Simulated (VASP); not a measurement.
# BaTe (P1) in VASP: single point with PBE

Aim: the single point of BaTe with PBE.

All numbers are computed with VASP 6.6.1; they aren't measurements. Logs are shortened: lines on timing, memory, paths and dates and some standing lists are left out, and cuts for length are marked.

### 1 The cell of the first run

The typed cell holds 4 atoms: a = 4.881 Å, b = 4.896 Å, c = 8.585 Å, α = 91.00°, β = 88.87°, γ = 120.31°.

### 2 Single point, PBE (atoms moved at random and the cell strained at random)

INCAR

```
  PREC = Accurate
  ENCUT = 520
  EDIFF = 1E-7
  ISMEAR = 0
  SIGMA = 0.05
  LREAL = False
  LASPH = True
  NELM = 80
  ALGO = Normal
  ISIF = 2
  LWAVE = False
  LCHARG = True
  GGA = PE
  LELF = True
  LVHAR = True
  NBANDS = 24
```

KPOINTS

```
Automatic mesh
0
Gamma
  8 8 6
```

POSCAR

```
BaTe
1.0
    4.8803367061     -0.0175359618      0.0479461529
   -2.4553549415      4.2358397924     -0.0423302611
    0.0850399868     -0.0375962790      8.5847525834
Ba Te
2 2
Direct
    0.3297611160      0.6587022932      0.2515302064
    0.6694171561      0.3363280102      0.7489063270
    0.0000233815      0.0015553075     -0.0018247887
    0.0007983465      0.0034143892      0.5013882554
```

Potentials or basis: VASP PAW PBE potentials, release 64 (Ba_sv, Te).

On the command line:

```
> cat potpaw_PBE.64/Ba_sv/POTCAR potpaw_PBE.64/Te/POTCAR > POTCAR
> mpirun -np 1 vasp_std > vasp.out
```

OUTCAR:

```text
PREC = Accurate
   ENCUT = 520
   EDIFF = 1E-7
   ISMEAR = 0
   LREAL = False
   LASPH = True
   NELM = 80
   ISIF = 2
   GGA = PE

 ion  position               nearest neighbor table
   1  0.330  0.659  0.252-   3 3.51   4 3.52   4 3.54   3 3.54   4 3.57   3 3.62
   2  0.669  0.336  0.749-   4 3.49   3 3.52   3 3.52   4 3.55   4 3.55   3 3.58
   3  0.000  0.002  0.998-   1 3.51   2 3.52   2 3.52   1 3.54   2 3.58   1 3.62
   4  0.001  0.003  0.501-   2 3.49   1 3.52   1 3.54   2 3.55   2 3.55   1 3.57

  LATTYP: Found a triclinic cell.
 ALAT       =     4.8806037238
 B/A-ratio  =     0.9969383102
 C/A-ratio  =     1.7590561701
 COS(alpha) =     0.0022942824
 COS(beta)  =     0.0197437846
 COS(gamma) =     0.4952560450

  Lattice vectors:

 A1 = (   4.8803367061,  -0.0175359618,   0.0479461529)
 A2 = (   2.4249817646,   4.2183038306,   0.0056158918)
 A3 = (   0.0850399868,  -0.0375962790,   8.5847525834)

Analysis of symmetry for initial positions (statically):
=====================================================================
 Subroutine PRICEL returns:
 Original cell was already a primitive cell.

 Routine SETGRP: Setting up the symmetry group for a
 triclinic supercell.

 Subroutine GETGRP returns: Found  1 space group operations
 (whereof  1 operations were pure point group operations)
 out of a pool of  2 trial point group operations.

The static configuration has the point symmetry C_1 .

Analysis of symmetry for dynamics (positions and initial velocities):
=====================================================================
 Subroutine PRICEL returns:
 Original cell was already a primitive cell.

 Routine SETGRP: Setting up the symmetry group for a
 triclinic supercell.

 Subroutine GETGRP returns: Found  1 space group operations
 (whereof  1 operations were pure point group operations)
 out of a pool of  2 trial point group operations.

The dynamic configuration has the point symmetry C_1 .

 Subroutine INISYM returns: Found  1 space group operations
 (whereof  1 operations are pure point group operations),
 and found     1 'primitive' translations

----------------------------------------------------------------------------------------

                                     Primitive cell

  volume of cell :     177.0766

  direct lattice vectors                    reciprocal lattice vectors
     4.880336706 -0.017535962  0.047946153     0.205346407  0.119016369 -0.001512925
    -2.455354941  4.235839792 -0.042330261     0.000839971  0.236577865  0.001027754
     0.085039987 -0.037596279  8.584752583    -0.001142725  0.000501823  0.116499111

  length of vectors
     4.880603724  4.896212668  8.585256094     0.237348545  0.236581588  0.116505796

  position of ions in fractional coordinates (direct lattice)
     0.329761116  0.658702293  0.251530206
     0.669417156  0.336328010  0.748906327
     0.000023382  0.001555307  0.998175211
     0.000798346  0.003414389  0.501388255

  ion indices of the primitive-cell ions
   primitive index   ion index
                 1           1
                 2           2
                 3           3
                 4           4

----------------------------------------------------------------------------------------

 KPOINTS: Automatic mesh

Automatic generation of k-mesh.
 Grid dimensions read from file:
 generate k-points for:    8    8    6

 Generating k-lattice:

  Cartesian coordinates                     Fractional coordinates (reciprocal lattice)
     0.025668301  0.014877046 -0.000189116     0.125000000 -0.000000000  0.000000000
     0.000104996  0.029572233  0.000128469     0.000000000  0.125000000  0.000000000
    -0.000190454  0.000083637  0.019416518    -0.000000000  0.000000000  0.166666667

  Length of vectors
     0.029668568  0.029572699  0.019417633

  Shift w.r.t. Gamma in fractional coordinates (k-lattice)
     0.000000000  0.000000000  0.000000000

 Subroutine IBZKPT returns following result:
 ===========================================

 Found    196 irreducible k-points:

 Following reciprocal coordinates:
            Coordinates               Weight
  0.000000  0.000000  0.000000      1.000000
  0.125000 -0.000000 -0.000000      2.000000
  0.250000 -0.000000 -0.000000      2.000000
  0.375000 -0.000000 -0.000000      2.000000
  0.500000 -0.000000 -0.000000      1.000000
 -0.000000  0.125000 -0.000000      2.000000
[... 16 lines left out ...]
  0.125000  0.375000 -0.000000      2.000000
  0.250000  0.375000 -0.000000      2.000000
 [... further k-points ...]
   k-points           NKPTS =    196   k-points in BZ     NKDIM =    196   number of bands    NBANDS=     24
   number of dos      NEDOS =    301   number of ions     NIONS =      4
   total plane-waves  NPLWV =  82944
   dimension x,y,z NGX =    36 NGY =   36 NGZ =   64
   dimension x,y,z NGXF=    72 NGYF=   72 NGZF=  128
   ions per type =               2   2
   NGX,Y,Z   is equivalent  to a cutoff of  12.26, 12.22, 12.39 a.u.
   NGXF,Y,Z  is equivalent  to a cutoff of  24.53, 24.45, 24.79 a.u.
 SYSTEM =  unknown system
   PREC   = accura    normal or accurate (medium, high low for compatibility)
   ISTART =      0    job   : 0-new  1-cont  2-samecut
   ICHARG =      2    charge: 1-file 2-atom 10-const
   ISPIN  =      1    spin polarized calculation?
   LNONCOLLINEAR =      F non collinear calculations
   LSORBIT =      F    spin-orbit coupling
   LASPH  =      T    aspherical Exc in radial PAW
   ENCUT  =  520.0 eV  38.22 Ry    6.18 a.u.   9.07  9.10 15.96*2*pi/ulx,y,z
   NELM   =     80;   NELMIN=  2; NELMDL= -5     # of ELM steps
   EDIFF  = 0.1E-06   stopping-criterion for ELM
   LREAL  =      F    real-space projection
   EDIFFG = 0.1E-05   stopping-criterion for IOM
   NSW    =      0    number of steps for IOM
   IBRION =     -1    ionic relax: 0-MD 1-quasi-New 2-CG
   NFREE  =      0    steps in history (QN), initial steepest desc. (CG)
   ISIF   =      2    stress and relaxation
   ISYM   =      2    0-nonsym 1-usesym 2-fastsym
   POTIM  = 0.5000    time-step for ionic-motion
   TEBEG  =    0.0;   TEEND  =   0.0 temperature during run
   PSTRESS=    0.0 pullay stress
   NELECT =      32.0000    total number of electrons
   NUPDOWN=      -1.0000    fix difference up-down
   EMIN   =  10.00;   EMAX   =-10.00  energy-range for DOS
   EFERMI =   0.00;   METHOD = LEGACY
   ISMEAR =     0;   SIGMA  =   0.05  broadening in eV -4-tet -1-fermi 0-gaus
   EFERMI_NEDOS =   21; number of points for ismear=-14 and -15
   IALGO  =     38    algorithm
   IMIX   =      4    mixing-type and parameters
     AMIX     =   0.40;   BMIX     =  1.00
     AMIX_MAG =   1.60;   BMIX_MAG =  1.00
  volume/ion in A,a.u.               =      44.27       298.74
  Fermi-wavevector in a.u.,A,eV,Ry     =   0.925560  1.749054 11.655577  0.856661
  Thomas-Fermi vector in A             =   2.051427
   LORBIT       =      0    0 simple, 1 ext, 2 COOP (PROOUT), +10 PAW based schemes
   GGA     = PE    functional components
   LHFCALC =     F    Hartree Fock is set to
   AEXX    =    0.0000 exact exchange contribution
   IVDW    =     0    specifies the selected vdW correction
   LEPSILON=     F    determine dielectric tensor
   LRPA    =     F    only Hartree local field effects (RPA)
 non-spin polarized calculation
 Gauss-broadening in eV      SIGMA  =   0.05
  energy-cutoff  :      520.00
  volume of cell :      177.08
 maximum number of plane-waves:      4791
   NGX = 19   NGY = 19   NGZ = 31

 number of electron      31.9999999 magnetization

 Free energy of the ion-electron system (eV)
  ---------------------------------------------------
  ext. energy  EPLUGINS =         0.00000000
  ---------------------------------------------------
  free energy    TOTEN  =       -16.97699679 eV

  energy without entropy =      -16.97699679  energy(sigma->0) =      -16.97699679

 E-fermi :   2.8454     XC(G=0):  -8.0891

 val. band max:        2.5749915858   @ k =   0.0000   0.0000   0.0000
 cond. band min:       3.8596883432   @ k =  -0.0000   0.5000  -0.0000
 fundamental gap:      1.2846967574
 Fermi energy:         2.8454028635

 k-point     1 :       0.0000    0.0000    0.0000
  band No.  band energies     occupation
      1     -25.0484      2.00000
      2     -25.0014      2.00000
      3     -10.4896      2.00000
      4     -10.2067      2.00000
      5     -10.2010      2.00000
      6     -10.1624      2.00000
[... 16 lines left out ...]
     23       6.1237      0.00000
     24       7.1482      0.00000

 k-point     2 :       0.1250   -0.0000   -0.0000
  band No.  band energies     occupation
      1     -25.0469      2.00000
      2     -24.9999      2.00000
      3     -10.4601      2.00000
      4     -10.2488      2.00000
      5     -10.2117      2.00000
      6     -10.1999      2.00000
[... 16 lines left out ...]
     23       6.6454      0.00000
     24       6.8406      0.00000

 k-point     3 :       0.2500   -0.0000   -0.0000
  band No.  band energies     occupation
      1     -25.0433      2.00000
      2     -24.9965      2.00000
      3     -10.3848      2.00000
      4     -10.3627      2.00000
      5     -10.2720      2.00000
      6     -10.2309      2.00000
[... 16 lines left out ...]
     23       6.6133      0.00000
     24       6.9046      0.00000

 k-point     4 :       0.3750   -0.0000   -0.0000
  band No.  band energies     occupation
      1     -25.0397      2.00000
      2     -24.9931      2.00000
      3     -10.4735      2.00000
      4     -10.3365      2.00000
      5     -10.2926      2.00000
      6     -10.2499      2.00000
[... 16 lines left out ...]
     23       6.8887      0.00000
     24       7.4072      0.00000

 k-point     5 :       0.5000   -0.0000   -0.0000
  band No.  band energies     occupation
      1     -25.0382      2.00000
      2     -24.9916      2.00000
      3     -10.5164      2.00000
      4     -10.3624      2.00000
      5     -10.2586      2.00000
      6     -10.2380      2.00000
[... 16 lines left out ...]
     23       7.3253      0.00000
     24       7.3664      0.00000

 k-point     6 :      -0.0000    0.1250   -0.0000
  band No.  band energies     occupation
      1     -25.0470      2.00000
      2     -25.0000      2.00000
      3     -10.4600      2.00000
      4     -10.2469      2.00000
      5     -10.2146      2.00000
      6     -10.1985      2.00000
[... 16 lines left out ...]
     23       6.6309      0.00000
     24       6.8588      0.00000
[... 379 lines left out ...]
 k-point    21 :      -0.1250    0.2500   -0.0000
  band No.  band energies     occupation
      1     -25.0445      2.00000
      2     -24.9976      2.00000
      3     -10.4079      2.00000
      4     -10.3245      2.00000
      5     -10.2550      2.00000
      6     -10.2194      2.00000
[... 16 lines left out ...]
     23       6.5691      0.00000
     24       6.6693      0.00000

 k-point    22 :       0.0000    0.3750   -0.0000
  band No.  band energies     occupation
      1     -25.0398      2.00000
      2     -24.9932      2.00000
      3     -10.4762      2.00000
      4     -10.3330      2.00000
      5     -10.2934      2.00000
      6     -10.2518      2.00000
[... 16 lines left out ...]
     23       6.9017      0.00000
     24       7.3865      0.00000

 k-point    23 :       0.1250    0.3750   -0.0000
  band No.  band energies     occupation
      1     -25.0383      2.00000
      2     -24.9918      2.00000
      3     -10.5047      2.00000
      4     -10.3464      2.00000
      5     -10.2727      2.00000
      6     -10.2492      2.00000
[... 16 lines left out ...]
     23       7.1605      0.00000
     24       7.6820      0.00000

 k-point    24 :       0.2500    0.3750   -0.0000
  band No.  band energies     occupation
      1     -25.0374      2.00000
      2     -24.9908      2.00000
      3     -10.5040      2.00000
      4     -10.3280      2.00000
      5     -10.3033      2.00000
      6     -10.2618      2.00000
[... 16 lines left out ...]
     23       7.3585      0.00000
     24       7.5707      0.00000

 [... further k-points ...]
[... 5 lines left out ...]
  --------------------------------------------------------------------------------------
  -------------------------------------------------------------------------------------
  Total       -0.1126469      0.0283499      0.3495531      0.0838962      0.1576905     -0.3463545
  in kB       -1.0192214      0.2565078      3.1627335      0.7590877      1.4267735     -3.1337927
  external PRESSURE =       0.8000067 kB  Pullay stress =       0.0000000 kB

 VOLUME and BASIS-vectors are now :
 -----------------------------------------------------------------------------
  energy-cutoff  :      520.00
  volume of cell :      177.08
      direct lattice vectors                 reciprocal lattice vectors
     4.880336706 -0.017535962  0.047946153     0.205346407  0.119016369 -0.001512925
    -2.455354941  4.235839792 -0.042330261     0.000839971  0.236577865  0.001027754
     0.085039987 -0.037596279  8.584752583    -0.001142725  0.000501823  0.116499111

 POSITION                                       TOTAL-FORCE (eV/Angst)
 -----------------------------------------------------------------------------------
      0.01339      2.77492      2.14725        -0.017467      0.094925     -0.070769
      2.50486      1.38474      6.44703        -0.016206     -0.002235      0.063313
      0.08118     -0.03094      8.56902         0.008138     -0.036007      0.075108
      0.03815     -0.00440      4.30419         0.025534     -0.056682     -0.067652
 -----------------------------------------------------------------------------------
    total drift:                               -0.000120      0.000018      0.000033

  FREE ENERGIE OF THE ION-ELECTRON SYSTEM (eV)
  ---------------------------------------------------
  free  energy   TOTEN  =       -16.9769967940 eV

  energy  without entropy=      -16.9769967940  energy(sigma->0) =      -16.97699679
```

Wall time 20 min (1 thread of Intel Xeon 8259CL, shared host); peak memory 0.83 GiB.

What came out:

- Free energy: -16.9770 eV
- Pressure: 0.1 GPa
- Largest force: 0.120 eV/Å
- Band gap on the k mesh: 1.28 eV (least direct gap 1.60 eV)

Forces in eV/Å, atoms in the order of the input:
```
Ba  -0.017  0.095 -0.071
Ba  -0.016 -0.002  0.063
Te   0.008 -0.036  0.075
Te   0.026 -0.057 -0.068
```

Stress tensor (GPa, compression positive):
```
-0.10  0.08 -0.31
 0.08  0.03  0.14
-0.31  0.14  0.32
```

Levels at points of the mesh, in eV from the valence-band top:
| k point | band 14 | band 15 | band 16 | band 17 | band 18 | band 19 |
| --- | --- | --- | --- | --- | --- | --- |
| (0.00, 0.00, 0.00) | -0.73 | -0.67 | 0.00 | 2.00 | 2.14 | 2.60 |
| (0.50, 0.00, 0.00) | -1.39 | -0.79 | -0.31 | 1.30 | 3.16 | 3.55 |
| (0.00, 0.50, 0.00) | -1.34 | -0.77 | -0.33 | 1.28 | 3.19 | 3.48 |
| (0.50, 0.50, 0.00) | -1.35 | -0.76 | -0.31 | 1.29 | 3.18 | 3.52 |
| (0.00, 0.00, 0.50) | -0.91 | -0.87 | -0.84 | 2.89 | 2.92 | 3.38 |
| (0.50, 0.00, 0.50) | -1.42 | -1.15 | -1.06 | 2.08 | 2.16 | 4.30 |
| (0.00, 0.50, 0.50) | -1.40 | -1.11 | -1.03 | 2.06 | 2.15 | 4.28 |
| (0.50, 0.50, 0.50) | -1.44 | -1.09 | -1.06 | 2.11 | 2.12 | 4.28 |

Caveat: the cell differs from its parent crystal (atoms moved at random and the cell strained at random); spin-orbit coupling is left out, which moves the levels of the heavy elements.
